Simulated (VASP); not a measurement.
Input of a VASP 6.6.1 run:

The input POSCAR:

```
NiGe
1.0
    2.9362126311      0.0000000000      0.0000000000
    0.0000000000      2.9362126311      0.0000000000
    0.0000000000      0.0000000000      2.9273287732
Ni Ge
1 1
Direct
    0.5000000000      0.5000000000      0.5000000000
    0.0000000000      0.0000000000      0.0000000000
```

Contents of INCAR.step1:

```
PREC     = Accurate       # precision mode
ENCUT    = 520            # plane-wave cutoff, eV
ISMEAR   = 0              # smearing method
SIGMA    = 0.1            # smearing width, eV
LREAL    = F              # projectors in reciprocal space
LASPH    = T              # aspherical terms in the spheres
NELM     = 60             # most SCF steps
NBANDS   = 19             # bands
GGA      = PE             # functional
ALGO     = Normal         # electronic algorithm
EDIFF    = 1E-4           # SCF threshold, eV
LWAVE    = T              # write WAVECAR
LCHARG   = F              # write CHGCAR
```

The input INCAR.step2:

```
PREC     = Accurate       # precision mode
ENCUT    = 520            # plane-wave cutoff, eV
EDIFF    = 1E-7           # SCF threshold, eV
ISMEAR   = 0              # smearing method
SIGMA    = 0.1            # smearing width, eV
LREAL    = F              # projectors in reciprocal space
LASPH    = T              # aspherical terms in the spheres
NELM     = 60             # most SCF steps
ALGO     = Normal         # electronic algorithm
ISIF     = 2              # what is computed and relaxed
LWAVE    = F              # write WAVECAR
LCHARG   = F              # write CHGCAR
METAGGA  = R2SCAN         # meta-GGA
LMIXTAU  = T            
NBANDS   = 19             # bands
ISTART   = 1
```

Contents of KPOINTS:

```
Automatic mesh
0
Gamma
  6 6 6
```

Potentials or basis: VASP PAW PBE potentials, release 64 (Ni, Ge_d).

Command:

```console
$ cat potpaw_PBE.64/Ni/POTCAR potpaw_PBE.64/Ge_d/POTCAR > POTCAR
$ cp INCAR.step1 INCAR
$ mpirun -np 1 vasp_std > vasp.out
$ cp INCAR.step2 INCAR
$ mpirun -np 1 vasp_std > vasp.out
```

Problem. Predict the band gap on the k mesh.

Solution. Zero (band 12 reaches 12.68 eV, above the bottom of band 13 at 9.53 eV).

Problem. What does it give for the pressure?

Solution. 0.0 GPa.

Caveat: the PAW data sets were made with another functional, which shifts forces and pressure a little. Spin polarisation is off, so any magnetic state and its effect on volume and gap are missing.
